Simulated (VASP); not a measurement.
The system is BaTe.

```xyz
2
Lattice="0.0000 3.4617 3.5499 3.4617 0.0000 3.5499 3.4617 3.4617 0.0000" Properties=species:S:1:pos:R:3 pbc="T T T"
Ba    0.0000    0.0000    0.0000
Te    3.4617    3.4617    3.5499
```

This cell differs from its parent crystal: epitaxial xy strain -2.0%.

Base run:

```yaml
Program: VASP 6.6.1
Functional: r2SCAN
Potentials_or_basis: VASP PAW PBE potentials, release 64 (Ba_sv, Te)
Cutoff: 520 eV
k_mesh: 6 × 6 × 6
Occupations: gaussian, width 0.01 eV
Spin: no spin polarisation
```

Its results: band gap on the k mesh 1.83 eV, indirect (least direct gap 2.20 eV); pressure 1.6 GPa.

Q: The run is repeated on the same cell with these changes: functional from r2SCAN to PBE; k mesh from 6 × 6 × 6 to 4 × 4 × 4. What comes out?

A: Band gap on the k mesh 1.47 eV, indirect (least direct gap 1.84 eV); pressure 1.6 GPa.

Several settings changed at once, so the effect can't be laid on one alone.

Caveats: spin-orbit coupling is left out, which moves the levels of the heavy elements; the PAW data sets were made with another functional, which shifts forces and pressure a little (some runs).

A k mesh can miss the band edges.
